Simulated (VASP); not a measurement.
# FeO (Fm-3m) in VASP: a series of runs

FeO is run at these levels: PBE, r2SCAN; tasks: single point.

Everything below comes from runs of VASP 6.6.1. Logs are shortened: lines on timing, memory, paths and dates and some standing lists are left out, and cuts for length are marked.

**What was measured.**

From “W\"ustite: Electric, thermodynamic and optical properties of FeO”, 2012, arxiv:1203.1201, for a bulk crystal of FeO: band gap 2.4 eV (optical).

The runs below are set against these values where they give the same quantity.

## 1. The cell of the first run

It takes space group Fm-3m (No. 225, cubic). Conventional cell: a = 4.311 Å, b = 4.311 Å, c = 4.311 Å, α = 90.00°, β = 90.00°, γ = 90.00°. Fe (site symmetry m-3m) has 6 O at 2.16 Å within 2.9 Å. O (site symmetry m-3m) has 6 Fe at 2.16 Å within 2.9 Å.

## 2. Single point, PBE

The input, INCAR:

```
SYSTEM = FeO
ALGO = Normal
EDIFF = 1E-6
ENCUT = 520
GGA = PE
ISIF = 2
ISMEAR = -1
LASPH = .True.
LCHARG = .False.
LREAL = .False.
LWAVE = .False.
NBANDS = 22
NELM = 60
PREC = Accurate
SIGMA = 0.05
```

The input, KPOINTS:

```
k-points
0
Gamma
  5 10 10
  0 0 0
```

The input, POSCAR:

```
FeO
1.0
    0.0000000000      4.3108000000      4.3108000000
    2.1554000000      0.0000000000      2.1554000000
    2.1554000000      2.1554000000      0.0000000000
Fe O
2 2
Direct
    0.0000000000      0.0000000000      0.0000000000
    0.5000000000      0.0000000000      0.0000000000
    0.2500000000      0.5000000000      0.5000000000
    0.7500000000      0.5000000000      0.5000000000
```

Potentials or basis: VASP PAW PBE potentials, release 64 (Fe, O).

The run is started by

```sh
$ cat potpaw_PBE.64/Fe/POTCAR potpaw_PBE.64/O/POTCAR > POTCAR
$ mpirun -np 1 vasp_std > vasp.out
```

OUTCAR:

```text
SYSTEM = FeO
   EDIFF = 1E-6
   ENCUT = 520
   GGA = PE
   ISIF = 2
   ISMEAR = -1
   LASPH = .True.
   LREAL = .False.
   NELM = 60
   PREC = Accurate

 ion  position               nearest neighbor table
   1  0.000  0.000  0.000-   4 2.16   3 2.16   4 2.16   3 2.16   4 2.16   3 2.16   2 3.05   2 3.05
                             2 3.05   2 3.05   2 3.05   2 3.05
   2  0.500  0.000  0.000-   3 2.16   3 2.16   4 2.16   3 2.16   4 2.16   4 2.16   1 3.05   1 3.05
                             1 3.05   1 3.05   1 3.05   1 3.05
   3  0.250  0.500  0.500-   1 2.16   1 2.16   2 2.16   1 2.16   2 2.16   2 2.16
   4  0.750  0.500  0.500-   2 2.16   1 2.16   2 2.16   1 2.16   2 2.16   1 2.16

  LATTYP: Found a trigonal (rhomboedric) cell.
 ALAT       =     5.2796301916
 COS(alpha) =     0.8333333333

  Lattice vectors:

 A1 = (   2.1554000000,  -2.1554000000,  -4.3108000000)
 A2 = (   4.3108000000,  -2.1554000000,  -2.1554000000)
 A3 = (   2.1554000000,  -4.3108000000,  -2.1554000000)

Analysis of symmetry for initial positions (statically):
=====================================================================
 Subroutine PRICEL returns following result:

  LATTYP: Found a face centered cubic cell.
 ALAT       =     4.3108000000

  Lattice vectors:

 A1 = (   0.0000000000,   2.1554000000,   2.1554000000)
 A2 = (   2.1554000000,   0.0000000000,   2.1554000000)
 A3 = (   2.1554000000,   2.1554000000,   0.0000000000)

   2 primitive cells build up your supercell.

 Routine SETGRP: Setting up the symmetry group for a
 trigonal (rhombohedral) supercell.

 Subroutine GETGRP returns: Found 12 space group operations
 (whereof 12 operations were pure point group operations)
 out of a pool of 12 trial point group operations.

The static configuration has the point symmetry D_3d.

Analysis of symmetry for dynamics (positions and initial velocities):
=====================================================================
 Subroutine PRICEL returns following result:

  LATTYP: Found a face centered cubic cell.
 ALAT       =     4.3108000000

  Lattice vectors:

 A1 = (   0.0000000000,   2.1554000000,   2.1554000000)
 A2 = (   2.1554000000,   0.0000000000,   2.1554000000)
 A3 = (   2.1554000000,   2.1554000000,   0.0000000000)

   2 primitive cells build up your supercell.

 Routine SETGRP: Setting up the symmetry group for a
 trigonal (rhombohedral) supercell.

 Subroutine GETGRP returns: Found 12 space group operations
 (whereof 12 operations were pure point group operations)
 out of a pool of 12 trial point group operations.

The dynamic configuration has the point symmetry D_3d.

 Subroutine INISYM returns: Found 12 space group operations
 (whereof 12 operations are pure point group operations),
 and found     2 'primitive' translations

----------------------------------------------------------------------------------------

                                     Primitive cell

  volume of cell :      20.0269

  direct lattice vectors                    reciprocal lattice vectors
     0.000000000  2.155400000  2.155400000    -0.231975503  0.231975503  0.231975503
     2.155400000  0.000000000  2.155400000     0.231975503 -0.231975503  0.231975503
     2.155400000  2.155400000  0.000000000     0.231975503  0.231975503 -0.231975503

  length of vectors
     3.048195912  3.048195912  3.048195912     0.401793358  0.401793358  0.401793358

  position of ions in fractional coordinates (direct lattice)
     0.000000000  0.000000000  0.000000000
     0.500000000  0.500000000  0.500000000

  ion indices of the primitive-cell ions
   primitive index   ion index
                 1           1
                 2           3

----------------------------------------------------------------------------------------

 KPOINTS: k-points

Automatic generation of k-mesh.
 Grid dimensions read from file:
 generate k-points for:    5   10   10

 Generating k-lattice:

  Cartesian coordinates                     Fractional coordinates (reciprocal lattice)
    -0.023197550  0.023197550  0.023197550     0.200000000  0.000000000  0.000000000
     0.023197550 -0.023197550  0.023197550     0.000000000  0.100000000  0.000000000
     0.023197550  0.023197550 -0.023197550     0.000000000  0.000000000  0.100000000

  Length of vectors
     0.040179336  0.040179336  0.040179336

  Shift w.r.t. Gamma in fractional coordinates (k-lattice)
     0.000000000  0.000000000  0.000000000

 -----------------------------------------------------------------------------
|                                                                             |
|           W    W    AA    RRRRR   N    N  II  N    N   GGGG   !!!           |
|           W    W   A  A   R    R  NN   N  II  NN   N  G    G  !!!           |
|           W    W  A    A  R    R  N N  N  II  N N  N  G       !!!           |
|           W WW W  AAAAAA  RRRRR   N  N N  II  N  N N  G  GGG   !            |
|           WW  WW  A    A  R   R   N   NN  II  N   NN  G    G                |
|           W    W  A    A  R    R  N    N  II  N    N   GGGG   !!!           |
|                                                                             |
|     Your reciprocal lattice and k-lattice belong to different lattice       |
|     classes:                                                                |
|                                                                             |
|        The reciprocal lattice is rhombohedral (trigonal),                   |
|        whereas your k-lattice is body-centered cubic.                       |
|                                                                             |
|     Results are often still useful ...                                      |
|                                                                             |
 -----------------------------------------------------------------------------

 Subroutine IBZKPT returns following result:
 ===========================================

 Found     58 irreducible k-points:

 Following reciprocal coordinates:
            Coordinates               Weight
  0.000000  0.000000  0.000000      1.000000
  0.200000  0.000000  0.000000      2.000000
  0.400000  0.000000  0.000000      2.000000
  0.000000  0.100000  0.000000      6.000000
  0.200000  0.100000  0.000000      6.000000
  0.400000  0.100000  0.000000      6.000000
[... 16 lines left out ...]
 -0.200000  0.400000  0.000000      6.000000
  0.000000  0.500000  0.000000      3.000000
 [... further k-points ...]
   k-points           NKPTS =     58   k-points in BZ     NKDIM =     58   number of bands    NBANDS=     22
   number of dos      NEDOS =    301   number of ions     NIONS =      4
   total plane-waves  NPLWV =  27648
   dimension x,y,z NGX =    48 NGY =   24 NGZ =   24
   dimension x,y,z NGXF=    96 NGYF=   48 NGZF=   48
   ions per type =               2   2
   NGX,Y,Z   is equivalent  to a cutoff of  13.09, 13.09, 13.09 a.u.
   NGXF,Y,Z  is equivalent  to a cutoff of  26.18, 26.18, 26.18 a.u.
 SYSTEM =  FeO
   PREC   = accura    normal or accurate (medium, high low for compatibility)
   ISTART =      0    job   : 0-new  1-cont  2-samecut
   ICHARG =      2    charge: 1-file 2-atom 10-const
   ISPIN  =      1    spin polarized calculation?
   LNONCOLLINEAR =      F non collinear calculations
   LSORBIT =      F    spin-orbit coupling
   LASPH  =      T    aspherical Exc in radial PAW
   ENCUT  =  520.0 eV  38.22 Ry    6.18 a.u.  11.34  5.67  5.67*2*pi/ulx,y,z
   NELM   =     60;   NELMIN=  2; NELMDL= -5     # of ELM steps
   EDIFF  = 0.1E-05   stopping-criterion for ELM
   LREAL  =      F    real-space projection
   EDIFFG = 0.1E-04   stopping-criterion for IOM
   NSW    =      0    number of steps for IOM
   IBRION =     -1    ionic relax: 0-MD 1-quasi-New 2-CG
   NFREE  =      0    steps in history (QN), initial steepest desc. (CG)
   ISIF   =      2    stress and relaxation
   ISYM   =      2    0-nonsym 1-usesym 2-fastsym
   POTIM  = 0.5000    time-step for ionic-motion
   TEBEG  =    0.0;   TEEND  =   0.0 temperature during run
   PSTRESS=    0.0 pullay stress
   NELECT =      28.0000    total number of electrons
   NUPDOWN=      -1.0000    fix difference up-down
   EMIN   =  10.00;   EMAX   =-10.00  energy-range for DOS
   EFERMI =   0.00;   METHOD = LEGACY
   ISMEAR =    -1;   SIGMA  =   0.05  broadening in eV -4-tet -1-fermi 0-gaus
   EFERMI_NEDOS =   21; number of points for ismear=-14 and -15
   IALGO  =     38    algorithm
   IMIX   =      4    mixing-type and parameters
     AMIX     =   0.40;   BMIX     =  1.00
     AMIX_MAG =   1.60;   BMIX_MAG =  1.00
  volume/ion in A,a.u.               =      10.01        67.57
  Fermi-wavevector in a.u.,A,eV,Ry     =   1.452935  2.745650 28.722187  2.111021
  Thomas-Fermi vector in A             =   2.570260
   LORBIT       =      0    0 simple, 1 ext, 2 COOP (PROOUT), +10 PAW based schemes
   GGA     = PE    functional components
   LHFCALC =     F    Hartree Fock is set to
   AEXX    =    0.0000 exact exchange contribution
   IVDW    =     0    specifies the selected vdW correction
   LEPSILON=     F    determine dielectric tensor
   LRPA    =     F    only Hartree local field effects (RPA)
 non-spin polarized calculation
  energy-cutoff  :      520.00
  volume of cell :       40.05
 maximum number of plane-waves:      1091
 NGX is ok and might be reduce to    48
   NGX = 23   NGY = 11   NGZ = 11

 number of electron      27.9999997 magnetization

 Free energy of the ion-electron system (eV)
  ---------------------------------------------------
  ext. energy  EPLUGINS =         0.00000000
  ---------------------------------------------------
  free energy    TOTEN  =       -27.10172081 eV

  energy without entropy =      -26.98222839  energy(sigma->0) =      -27.04197460

 E-fermi :   5.5028     XC(G=0): -12.2193

 val. band max:        5.4979402764   @ k =   0.2000   0.4000   0.0000
 cond. band min:       5.5037394583   @ k =  -0.4000  -0.4000   0.2000
 fundamental gap:      0.0057991818
 Fermi energy:         5.5028057403

 k-point     1 :       0.0000    0.0000    0.0000
  band No.  band energies     occupation
      1     -14.9409      2.00000
      2     -13.8541      2.00000
      3      -2.4963      2.00000
      4      -0.0281      2.00000
      5      -0.0280      2.00000
      6       1.8920      2.00000
[... 14 lines left out ...]
     21      14.8479      0.00000
     22      19.1934      0.00000
[... 552 lines left out ...]
  band No.  band energies     occupation
      1     -13.8622      2.00000
      2     -13.8541      2.00000
      3      -2.4963      2.00000
      4      -1.3906      2.00000
      5      -0.0281      2.00000
      6      -0.0280      2.00000
[... 14 lines left out ...]
     21      14.8478      0.00000
     22      14.8659      0.00000

 [... further k-points ...]
[... 5 lines left out ...]
  --------------------------------------------------------------------------------------
  -------------------------------------------------------------------------------------
  Total       -6.4255420     -6.4255420     -6.4255420     -0.0003026      0.0003026     -0.0003026
  in kB     -257.0258029   -257.0258029   -257.0258029     -0.0121057      0.0121057     -0.0121057
  external PRESSURE =    -257.0258029 kB  Pullay stress =       0.0000000 kB

 VOLUME and BASIS-vectors are now :
 -----------------------------------------------------------------------------
  energy-cutoff  :      520.00
  volume of cell :       40.05
      direct lattice vectors                 reciprocal lattice vectors
     0.000000000  4.310800000  4.310800000    -0.115987752  0.115987752  0.115987752
     2.155400000  0.000000000  2.155400000     0.231975503 -0.231975503  0.231975503
     2.155400000  2.155400000  0.000000000     0.231975503  0.231975503 -0.231975503

 POSITION                                       TOTAL-FORCE (eV/Angst)
 -----------------------------------------------------------------------------------
      0.00000      0.00000      0.00000        -0.000000      0.000000      0.000000
      0.00000      2.15540      2.15540         0.000000     -0.000000     -0.000000
      2.15540      2.15540      2.15540        -0.000000      0.000000      0.000000
      2.15540      4.31080      4.31080        -0.000000     -0.000000      0.000000
 -----------------------------------------------------------------------------------
    total drift:                                0.000000      0.000000      0.000000

  FREE ENERGIE OF THE ION-ELECTRON SYSTEM (eV)
  ---------------------------------------------------
  free  energy   TOTEN  =       -27.1017208096 eV

  energy  without entropy=      -26.9822283899  energy(sigma->0) =      -27.04197460
```

Wall time 17 s (1 thread of Intel Xeon 6975P-C (Granite Rapids), shared host); peak memory 0.19 GiB.

Results:

- Free energy: -27.1017 eV
- Pressure: -25.7 GPa
- Band gap on the k mesh: zero (band 14 reaches 5.53 eV, above the bottom of band 15 at 5.11 eV)

Caveat: the run has no spin polarisation, though such a crystal can be magnetic; semilocal functionals often make such compounds metallic where correlation or magnetic order opens a gap, which also shifts bond lengths.

## 3. Single point, r2SCAN

POSCAR is that of step 2.

The input, INCAR.step1:

```
ALGO     = Normal         # electronic algorithm
EDIFF    = 1E-4           # SCF threshold, eV
ENCUT    = 520            # plane-wave cutoff, eV
GGA      = PE             # functional
ISMEAR   = -1             # smearing method
LASPH    = True           # aspherical terms in the spheres
LCHARG   = False          # write CHGCAR
LREAL    = False          # projectors in reciprocal space
LWAVE    = True           # write WAVECAR
NBANDS   = 22             # bands
NELM     = 60             # most SCF steps
PREC     = Accurate       # precision mode
SIGMA    = 0.05           # smearing width, eV
```

The input, INCAR.step2:

```
ALGO     = Normal         # electronic algorithm
EDIFF    = 1E-7           # SCF threshold, eV
ENCUT    = 520            # plane-wave cutoff, eV
ISIF     = 2              # what is computed and relaxed
ISMEAR   = -1             # smearing method
ISTART   = 1            
LASPH    = True           # aspherical terms in the spheres
LCHARG   = True           # write CHGCAR
LELF     = True           # ELF
LMIXTAU  = True         
LREAL    = False          # projectors in reciprocal space
LVHAR    = True         
LWAVE    = False          # write WAVECAR
METAGGA  = R2SCAN         # meta-GGA
NBANDS   = 22             # bands
NELM     = 60             # most SCF steps
PREC     = Accurate       # precision mode
SIGMA    = 0.05           # smearing width, eV
```

The input, KPOINTS:

```
k-points
0
Gamma
  5 10 10
```

Potentials or basis: VASP PAW PBE potentials, release 64 (Fe, O).

The run is started by

```sh
$ cat potpaw_PBE.64/Fe/POTCAR potpaw_PBE.64/O/POTCAR > POTCAR
$ cp INCAR.step1 INCAR
$ mpirun -np 1 vasp_std > vasp.out
$ cp INCAR.step2 INCAR
$ mpirun -np 1 vasp_std > vasp.out
```

Wall time 83 s (1 thread of Intel Xeon 6975P-C (Granite Rapids), shared host); peak memory 0.2 GiB.

The run converged. Its results:

* Free energy: -42.1984 eV
* Pressure: -28.0 GPa
* Band gap on the k mesh: 0.37 eV

Levels at points of the mesh, in eV from the valence-band top:
```
           k point  band 12  band 13  band 14  band 15  band 16  band 17
(0.00, 0.00, 0.00)    -0.27    -0.27     0.00     0.37     0.37     1.97
(0.00, 0.50, 0.00)    -0.02    -0.02     0.00     0.86     1.26     2.86
```

Caveat: the PAW data sets were made with another functional, which shifts forces and pressure a little.

## 4. Single point, PBE, collinear spin, ferromagnetic start

The input, INCAR:

```
SYSTEM = FeO
ALGO = Normal ; EDIFF = 1E-7
ENCUT = 520 ; GGA = PE
ISIF = 2 ; ISMEAR = -1
ISPIN = 2 ; LASPH = .TRUE.
LCHARG = .FALSE. ; LMAXMIX = 4
LORBIT = 11 ; LREAL = .FALSE.
LWAVE = .FALSE. ; MAGMOM = 4 4 0 0
NBANDS = 26 ; NELM = 150
PREC = Accurate ; SIGMA = 0.05
```

The input, KPOINTS:

```
k-points
0
G
  5 10 10
  0 0 0
```

POSCAR is that of step 3.

The run is started by

```sh
$ cat potpaw_PBE.64/Fe/POTCAR potpaw_PBE.64/O/POTCAR > POTCAR
$ mpirun -np 1 vasp_std > vasp.out
```

Wall time 2.4 min (1 thread of Intel Xeon 6975P-C, shared host); peak memory 0.24 GiB.

The run converged. Its results:

- Free energy: -29.8749 eV
- Pressure: -0.1 GPa
- Band gap on the k mesh: zero (filled and empty bands overlap)
- Net moment: 8.00 μB per cell
- Site moments: Fe +3.62; O +0.30 μB
- Valence electrons inside the program's atomic spheres: Fe 6.73; O 4.99

Levels at points of the mesh, in eV from the Fermi level:
Spin up:
```
           k point  band 14  band 15  band 16  band 17  band 18  band 19  band 20  band 21  band 22  band 23
(0.00, 0.00, 0.00)    -3.07    -3.07    -2.50    -0.35    -0.35     0.08     4.08     8.46    12.55    12.55
(0.00, 0.50, 0.00)    -2.80    -2.80    -2.50    -0.35    -0.35     4.08     5.28     8.46     8.74    10.76
```
Spin down:
```csv
k point,band 6,band 7,band 8,band 9,band 10,band 11,band 12,band 13,band 14,band 15
"(0.00, 0.00, 0.00)",-3.24,-3.24,-3.24,-0.74,-0.74,-0.74,0.19,0.19,0.38,0.38
"(0.00, 0.50, 0.00)",-5.15,-4.42,-4.42,-2.11,0.38,0.38,0.59,0.73,0.73,0.73
```

Caveat: semilocal functionals often make such compounds metallic where correlation or magnetic order opens a gap, which also shifts bond lengths; only a ferromagnetic start was run, and an antiferromagnetic order may lie lower in energy.

(Part 1 of 2 ends here.)
